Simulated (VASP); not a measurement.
A run of VASP 6.6.1 is set up as follows.

POSCAR

```
NiSb
1.0
    3.9429175843      0.0000000000      0.0000000000
   -1.9714587921      3.4146667930      0.0000000000
    0.0000000000      0.0000000000      5.1297019137
Ni Sb
2 2
Direct
    0.0000000000      0.0000000000      0.0000000000
    0.0000000000      0.0000000000      0.5000000000
    0.3333333333      0.6666666667      0.2500000000
    0.6666666667      0.3333333333      0.7500000000
```

The input INCAR.step1:

```
SYSTEM = NiSb
  ALGO = Normal
  EDIFF = 1E-4
  ENCUT = 520
  GGA = PE
  ISMEAR = 0
  ISPIN = 2
  LASPH = .True.
  LCHARG = .False.
  LMAXMIX = 4
  LREAL = .False.
  LWAVE = .True.
  MAGMOM = 0.05 0.05 0 0
  NBANDS = 27
  NELM = 150
  PREC = Accurate
  SIGMA = 0.05
```

The input INCAR.step2:

```
SYSTEM = NiSb
  ALGO = Normal
  EDIFF = 1E-7
  ENCUT = 520
  ISIF = 2
  ISMEAR = 0
  ISPIN = 2
  ISTART = 1
  IVDW = 12
  LASPH = .True.
  LCHARG = .False.
  LMAXMIX = 4
  LMIXTAU = .True.
  LORBIT = 11
  LREAL = .False.
  LWAVE = .False.
  MAGMOM = 0.05 0.05 0 0
  METAGGA = R2SCAN
  NBANDS = 27
  NELM = 150
  PREC = Accurate
  SIGMA = 0.05
  VDW_A1 = 0.49484001
  VDW_A2 = 5.73083694
  VDW_S6 = 1.0
  VDW_S8 = 0.78981345
```

File KPOINTS:

```
k-points
0
Gamma
  8 8 6
  0 0 0
```

Potentials or basis: VASP PAW PBE potentials, release 64 (Ni, Sb).

Command:

```console
$ cat potpaw_PBE.64/Ni/POTCAR potpaw_PBE.64/Sb/POTCAR > POTCAR
$ cp INCAR.step1 INCAR
$ mpirun -np 1 vasp_std > vasp.out
$ cp INCAR.step2 INCAR
$ mpirun -np 1 vasp_std > vasp.out
```

**Question.** Predict the band gap on the k mesh.

**Answer.** Zero (filled and empty bands overlap).

**Question.** Estimate the pressure.

**Answer.** -3.1 GPa.

**Question.** Estimate the dispersion energy per atom.

**Answer.** -0.249 eV.

Stress tensor (GPa, compression positive):
```
-3.21  0.00  0.00
 0.00 -3.21  0.00
 0.00  0.00 -2.86
```

Caveat: three body term missing; the cell stands under tension; the PAW data sets were made with another functional, which shifts forces and pressure a little; spin-orbit coupling is left out, which moves the levels of the heavy elements.
